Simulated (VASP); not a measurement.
# HfBi3O (P4/nmm) in VASP: a series of runs, part 2 of 2

VASP 6.6.1.

## 3. Single point, PBE

This run uses another cell than the first one, of 26.13 Å³/atom, 1.064 times its volume.

Contents of INCAR:

```
SYSTEM = HfBi3O
PREC = Accurate
ENCUT = 520
EDIFF = 1E-6
ISMEAR = 0
SIGMA = 0.1
LREAL = .False.
LASPH = .True.
NELM = 60
ALGO = Normal
ISIF = 2
LWAVE = .False.
LCHARG = .False.
GGA = PE
NBANDS = 72
```

Contents of KPOINTS:

```
Automatic mesh
0
Gamma
  8 8 2
  0 0 0
```

Contents of POSCAR:

```
HfBi3O
1.0
    3.6324128477      0.0000000000      0.0000000000
    0.0000000000      3.6324128477      0.0000000000
    0.0000000000      0.0000000000     19.8047018642
Hf Bi O
2 6 2
Direct
    0.0000000000      0.5000000000      0.9404430116
    0.5000000000      0.0000000000      0.0595569884
    0.5000000000      0.0000000000      0.5710782370
    0.5000000000      0.0000000000      0.8367249621
    0.0000000000      0.5000000000      0.6719039611
    0.0000000000      0.5000000000      0.4289217630
    0.0000000000      0.5000000000      0.1632750379
    0.5000000000      0.0000000000      0.3280960389
    0.5000000000      0.5000000000      0.0000000000
    0.0000000000      0.0000000000      0.0000000000
```

Potentials or basis: VASP PAW PBE potentials, release 64 (Hf_pv, Bi_d, O).

Launch:

```sh
cat potpaw_PBE.64/Hf_pv/POTCAR potpaw_PBE.64/Bi_d/POTCAR potpaw_PBE.64/O/POTCAR > POTCAR
mpirun -np 1 vasp_std > vasp.out
```

OUTCAR:

```text
SYSTEM = HfBi3O
   PREC = Accurate
   ENCUT = 520
   EDIFF = 1E-6
   ISMEAR = 0
   LREAL = .False.
   LASPH = .True.
   NELM = 60
   ISIF = 2
   GGA = PE

 ion  position               nearest neighbor table
   1  0.000  0.500  0.940-   9 2.17  10 2.17  10 2.17   9 2.17   4 3.29   4 3.29   4 3.29   4 3.29
                             2 3.49   2 3.49   2 3.49   2 3.49
   2  0.500  0.000  0.060-   9 2.17  10 2.17   9 2.17  10 2.17   7 3.29   7 3.29   7 3.29   7 3.29
                             1 3.49   1 3.49   1 3.49   1 3.49
   3  0.500  0.000  0.571-   5 3.25   5 3.25   5 3.25   5 3.25   6 3.81   6 3.81   6 3.81   6 3.81

   4  0.500  0.000  0.837-   1 3.29   1 3.29   1 3.29   1 3.29
   5  0.000  0.500  0.672-   3 3.25   3 3.25   3 3.25   3 3.25
   6  0.000  0.500  0.429-   8 3.25   8 3.25   8 3.25   8 3.25   3 3.81   3 3.81   3 3.81   3 3.81

   7  0.000  0.500  0.163-   2 3.29   2 3.29   2 3.29   2 3.29
   8  0.500  0.000  0.328-   6 3.25   6 3.25   6 3.25   6 3.25
   9  0.500  0.500  0.000-   1 2.17   2 2.17   2 2.17   1 2.17
  10  0.000  0.000  0.000-   1 2.17   2 2.17   1 2.17   2 2.17

  LATTYP: Found a simple tetragonal cell.
 ALAT       =     3.6324128477
 C/A-ratio  =     5.4522166655

  Lattice vectors:

 A1 = (   3.6324128477,   0.0000000000,   0.0000000000)
 A2 = (   0.0000000000,   3.6324128477,   0.0000000000)
 A3 = (   0.0000000000,   0.0000000000,  19.8047018642)

Analysis of symmetry for initial positions (statically):
=====================================================================
 Subroutine PRICEL returns:
 Original cell was already a primitive cell.

 Routine SETGRP: Setting up the symmetry group for a
 simple tetragonal supercell.

 Subroutine GETGRP returns: Found 16 space group operations
 (whereof  8 operations were pure point group operations)
 out of a pool of 16 trial point group operations.

The static configuration has the point symmetry D_2d.
 The point group associated with its full space group is D_4h.
[... 152 lines left out ...]
  Fermi-wavevector in a.u.,A,eV,Ry     =   1.270014  2.399979 21.945323  1.612936
  Thomas-Fermi vector in A             =   2.403024
   LORBIT       =      0    0 simple, 1 ext, 2 COOP (PROOUT), +10 PAW based schemes
   GGA     = PE    functional components
   LHFCALC =     F    Hartree Fock is set to
   AEXX    =    0.0000 exact exchange contribution
   IVDW    =     0    specifies the selected vdW correction
   LEPSILON=     F    determine dielectric tensor
   LRPA    =     F    only Hartree local field effects (RPA)
 non-spin polarized calculation
 Gauss-broadening in eV      SIGMA  =   0.10
  energy-cutoff  :      520.00
  volume of cell :      261.31
 maximum number of plane-waves:      7092
 NGX is ok and might be reduce to    28
   NGX = 13   NGY = 13   NGZ = 73

 number of electron     121.9999956 magnetization

 Free energy of the ion-electron system (eV)
  ---------------------------------------------------
  ext. energy  EPLUGINS =         0.00000000
  ---------------------------------------------------
  free energy    TOTEN  =       -62.66544067 eV

  energy without entropy =      -62.63414766  energy(sigma->0) =      -62.64979416

 E-fermi :   6.7809     XC(G=0): -10.1352

 val. band max:        6.7663926350   @ k =   0.1250   0.1250   0.5000
 cond. band min:       6.7998401099   @ k =   0.1250   0.1250   0.0000
 fundamental gap:      0.0334474748
 Fermi energy:         6.7809385946

 k-point     1 :       0.0000    0.0000    0.0000
  band No.  band energies     occupation
      1     -25.9912      2.00000
      2     -25.7850      2.00000
      3     -25.7850      2.00000
      4     -25.6993      2.00000
      5     -25.6922      2.00000
      6     -25.6922      2.00000
[... 1789 lines left out ...]
     71       9.8191      0.00000
     72       9.8196      0.00000

 [... further k-points ...]
[... 5 lines left out ...]
  --------------------------------------------------------------------------------------
  -------------------------------------------------------------------------------------
  Total       -0.9926484     -0.9926484     -0.8875420      0.0000000      0.0000000      0.0000000
  in kB       -6.0862154     -6.0862154     -5.4417773      0.0000000      0.0000000      0.0000000
  external PRESSURE =      -5.8714027 kB  Pullay stress =       0.0000000 kB

 VOLUME and BASIS-vectors are now :
 -----------------------------------------------------------------------------
  energy-cutoff  :      520.00
  volume of cell :      261.31
      direct lattice vectors                 reciprocal lattice vectors
     3.632412848  0.000000000  0.000000000     0.275299103  0.000000000  0.000000000
     0.000000000  3.632412848  0.000000000     0.000000000  0.275299103  0.000000000
     0.000000000  0.000000000 19.804701864     0.000000000  0.000000000  0.050493060

 POSITION                                       TOTAL-FORCE (eV/Angst)
 -----------------------------------------------------------------------------------
      0.00000      1.81621     18.62519        -0.000000      0.000000      0.264474
      1.81621      0.00000      1.17951        -0.000000      0.000000     -0.264474
      1.81621      0.00000     11.31003         0.000000      0.000000     -0.000223
      1.81621      0.00000     16.57109        -0.000000      0.000000      0.017750
      0.00000      1.81621     13.30686         0.000000      0.000000     -0.000379
      0.00000      1.81621      8.49467        -0.000000      0.000000      0.000223
      0.00000      1.81621      3.23361        -0.000000      0.000000     -0.017750
      1.81621      0.00000      6.49784        -0.000000      0.000000      0.000379
      1.81621      1.81621      0.00000        -0.000000      0.000000      0.000000
      0.00000      0.00000      0.00000        -0.000000     -0.000000      0.000000
 -----------------------------------------------------------------------------------
    total drift:                                0.000000      0.000000      0.000000

  FREE ENERGIE OF THE ION-ELECTRON SYSTEM (eV)
  ---------------------------------------------------
  free  energy   TOTEN  =       -62.6654406664 eV

  energy  without entropy=      -62.6341476574  energy(sigma->0) =      -62.64979416
```

OSZICAR:

```text
N       E                     dE             d eps       ncg     rms          rms(c)
DAV:   1     0.156730167618E+04    0.15673E+04   -0.61155E+04  4320   0.200E+03
DAV:   2     0.187065222433E+03   -0.13802E+04   -0.13504E+04  4360   0.595E+02
[... 12 lines left out ...]
DAV:  15    -0.626654585841E+02    0.19438E-02   -0.88633E-03  6120   0.381E-01    0.855E-02
DAV:  16    -0.626655142193E+02   -0.55635E-04   -0.12862E-03  5184   0.145E-01    0.140E-01
DAV:  17    -0.626654952371E+02    0.18982E-04   -0.35253E-04  5304   0.561E-02    0.718E-02
DAV:  18    -0.626654498389E+02    0.45398E-04   -0.10109E-04  5200   0.571E-02    0.172E-02
DAV:  19    -0.626654403160E+02    0.95229E-05   -0.81933E-05  5528   0.442E-02    0.154E-02
DAV:  20    -0.626654406664E+02   -0.35041E-06   -0.90530E-06  3776   0.171E-02
   1 F= -.62665441E+02 E0= -.62649794E+02  d E =-.312930E-01
```

Wall time 15 min (1 thread of Intel Xeon 6975P-C, shared host); peak memory 0.62 GiB.

Results:

```yaml
Free_energy: -62.6654 eV
Pressure: -0.6 GPa
Largest_force: 0.264 eV/Å
Band_gap_on_the_k_mesh: zero (band 61 reaches 7.75 eV, above the bottom of band 62 at 5.49 eV)
```

Forces in eV/Å, atoms in the order of the input:
```
Hf   0.000  0.000  0.264
Hf   0.000  0.000 -0.264
Bi   0.000  0.000  0.000
Bi   0.000  0.000  0.018
Bi   0.000  0.000  0.000
Bi   0.000  0.000  0.000
Bi   0.000  0.000 -0.018
Bi   0.000  0.000  0.000
O    0.000  0.000  0.000
O    0.000  0.000  0.000
```

Caveat: spin-orbit coupling is left out, which moves the levels of the heavy elements.
